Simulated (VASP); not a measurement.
A run of VASP 6.6.1:

INCAR

```
SYSTEM = P
  PREC = Accurate
  ENCUT = 600
  EDIFF = 1E-6
  ISMEAR = 0
  SIGMA = 0.05
  LREAL = .False.
  LASPH = .True.
  NELM = 100
  ALGO = Normal
  ISIF = 3
  LWAVE = .False.
  LCHARG = .False.
  IBRION = 2
  NSW = 80
  EDIFFG = -0.01
```

The input KPOINTS:

```
Automatic mesh
0
Gamma
  10 10 10
  0 0 0
```

Contents of POSCAR:

```
P
1.0
    2.5300000000      0.0000000000      0.0000000000
    0.0000000000      2.5300000000      0.0000000000
    0.0000000000      0.0000000000      2.5300000000
P
1
Direct
    0.0000000000      0.0000000000      0.0000000000
```

Potentials or basis: VASP PAW LDA potentials, release 64 (P).

Command:

```sh
$ cat potpaw_LDA.64/P/POTCAR > POTCAR
$ mpirun -np 1 vasp_std > vasp.out
```

Hardware: 1 thread of Intel Xeon 8259CL, on a shared host.

Question: How long does it take, and how much memory?

Answer: It took 12 s on 1 thread of Intel Xeon 8259CL, with other jobs on the host, peak memory 0.12 GiB. Counts: scf iterations 22, k points 56, ion steps 3.
